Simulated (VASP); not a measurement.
Wanted: the native input for a VASP 6.6.1 run.

```yaml
Task: single point
Functional: PBEsol
Potentials_or_basis: VASP PAW PBE potentials, release 64 (Sr_sv)
Cutoff: 520 eV
k_mesh: 11 × 11 × 11
Occupations: fermi-dirac, width 0.08 eV
Spin: no spin polarisation
Dipole_correction: no
Further_INCAR_settings: ALGO = Normal; EDIFF = 1e-06; NBANDS = 11
```

The structure of Sr lies in POSCAR:

```
Sr
1.0
   -1.7928277604      1.7928277604      1.7928277604
    1.7928277604     -1.7928277604      1.7928277604
    1.7928277604      1.7928277604     -1.7928277604
Sr
1
Direct
    0.0000000000      0.0000000000      0.0000000000
```

This cell differs from its parent crystal: volume scaled by 0.45.

The input as run:

INCAR

```
SYSTEM = Sr
ALGO = Normal
EDIFF = 1E-6
ENCUT = 520
GGA = PS
ISIF = 2
ISMEAR = -1
LASPH = .TRUE.
LCHARG = .TRUE.
LELF = .TRUE.
LREAL = .FALSE.
LVHAR = .TRUE.
LWAVE = .FALSE.
NBANDS = 11
NELM = 60
PREC = Accurate
SIGMA = 0.08
```

KPOINTS

```
k-points
0
G
  11 11 11
  0 0 0
```

Potentials or basis: VASP PAW PBE potentials, release 64 (Sr_sv).

Command:

```console
$ cat potpaw_PBE.64/Sr_sv/POTCAR > POTCAR
$ mpirun -np 1 vasp_std > vasp.out
```

It gave:

* Pressure: 33.0 GPa
* Band gap on the k mesh: zero (band 5 reaches 6.42 eV, above the bottom of band 6 at 3.52 eV)

Caveat: the PAW data sets were made with another functional, which shifts forces and pressure a little.

Wall time 5.4 s on 1 thread of Intel(R) Xeon(R) 6975P-C (Granite Rapids) (shared host), peak memory 0.14 GiB.
